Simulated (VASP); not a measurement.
MoS2, 6 atoms in the cell. Symmetry: P6_3/mmc, No. 194, hexagonal system. Conventional cell: a = 3.157 Å, b = 3.157 Å, c = 12.538 Å, α = 90.00°, β = 90.00°, γ = 120.00°. Mo (site symmetry -6m2) has 6 S at 2.40 Å and 6 Mo at 3.16 Å within 3.2 Å. Within 3.2 Å of S (site symmetry 3m) lie 3 Mo at 2.40 Å and 7 S at 3.11 to 3.16 Å.  This cell differs from its parent crystal: in-plane strain +0.005, then relaxed in part.

```yaml
Program: VASP 6.6.1
Task: single point
Functional: PBEsol
Potentials_or_basis: VASP PAW PBE potentials, release 64 (Mo_sv, S)
Cutoff: 520 eV
k_mesh: 6 × 6 × 2
Occupations: gaussian, width 0.01 eV
Spin: no spin polarisation
Dipole_correction: no
Further_INCAR_settings: ALGO = Normal; EDIFF = 1e-06; NBANDS = 35
```

Potentials or basis: VASP PAW PBE potentials, release 64 (Mo_sv, S).

Run with:

```bash
$ cat potpaw_PBE.64/Mo_sv/POTCAR potpaw_PBE.64/S/POTCAR > POTCAR
$ mpirun -np 1 vasp_std > vasp.out
```

Hardware: 1 thread of Intel(R) Xeon(R) 6975P-C (Granite Rapids), with other jobs on the host.

How long does it take, and how much memory?

It took 21 s on 1 thread of Intel(R) Xeon(R) 6975P-C (Granite Rapids), with other jobs on the host, peak memory 0.23 GiB. Counts: scf iterations 15, k points 14.
